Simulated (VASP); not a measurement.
Input of a VASP 6.6.1 run:

Contents of INCAR:

```
PREC = Accurate ; ENCUT = 520
EDIFF = 1E-7 ; ISMEAR = 0
SIGMA = 0.15 ; LREAL = False
LASPH = True ; NELM = 100
ALGO = Fast ; ISIF = 2
LWAVE = False ; LCHARG = False
GGA = CA ; NBANDS = 13
```

File KPOINTS:

```
Automatic mesh
0
Gamma
  14 14 14
```

File POSCAR:

```
CaMg
1.0
    3.7478465418      0.0000000000      0.0000000000
    0.0000000000      3.7478465418      0.0000000000
    0.0000000000      0.0000000000      4.3070252458
Ca Mg
1 1
Direct
    0.0000000000      0.0000000000      0.0000000000
    0.5000000000      0.5000000000      0.5000000000
```

Potentials or basis: VASP PAW LDA potentials, release 64 (Ca_sv, Mg).

The run is started by

```console
$ cat potpaw_LDA.64/Ca_sv/POTCAR potpaw_LDA.64/Mg/POTCAR > POTCAR
$ mpirun -np 1 vasp_std > vasp.out
```

Problem. What does it give for the pressure?

Solution. -1.5 GPa.

Problem. Estimate the band gap on the k mesh.

Solution. Zero (band 6 reaches 2.99 eV, above the bottom of band 7 at 1.79 eV).

Stress tensor (GPa, compression positive):
```
-1.14  0.00  0.00
 0.00 -1.14  0.00
 0.00  0.00 -2.15
```
